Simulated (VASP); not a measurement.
A run of VASP 6.6.1 is set up as follows.

POSCAR

```
Cu
1.0
    0.0000000000      1.8075000000      1.8075000000
    1.8075000000      0.0000000000      1.8075000000
    1.8075000000      1.8075000000      0.0000000000
Cu
1
Direct
    0.0000000000      0.0000000000      0.0000000000
```

Contents of INCAR.step1:

```
  ALGO = Normal
  EDIFF = 1E-5
  ENCUT = 660
  GGA = PE
  GGA_COMPAT = False
  ISMEAR = -1
  LASPH = True
  LCHARG = False
  LREAL = False
  LWAVE = True
  NBANDS = 12
  NELM = 120
  PREC = Accurate
  SIGMA = 0.05
```

File INCAR.step2:

```
  ALGO = Normal
  EDIFF = 1E-6
  ENCUT = 660
  GGA_COMPAT = False
  ISIF = 2
  ISMEAR = -1
  ISTART = 1
  IVDW = 13
  LASPH = True
  LCHARG = False
  LMIXTAU = True
  LREAL = False
  LWAVE = False
  METAGGA = R2SCAN
  NBANDS = 12
  NELM = 120
  PREC = Accurate
  SIGMA = 0.05
  VDW_A1 = 0.51559235
  VDW_A2 = 5.77342911
  VDW_S6 = 1.0
  VDW_S8 = 0.6018749
```

KPOINTS

```
k-points
0
Gamma
  13 13 13
```

Potentials or basis: VASP PAW PBE potentials, release 64 (Cu).

Launch:

```bash
$ cat potpaw_PBE.64/Cu/POTCAR > POTCAR
$ cp INCAR.step1 INCAR
$ mpirun -np 1 vasp_std > vasp.out
$ cp INCAR.step2 INCAR
$ mpirun -np 1 vasp_std > vasp.out
```

(1) What does it give for the pressure?

(2) Estimate the band gap on the k mesh.

(3) Predict the dispersion energy per atom.

Results:

(1) -6.7 GPa.

(2) zero (an odd number of electrons rules out a gap without spin polarisation).

(3) -0.194 eV.

Caveat: the cell stands under tension; the PAW data sets were made with another functional, which shifts forces and pressure a little.
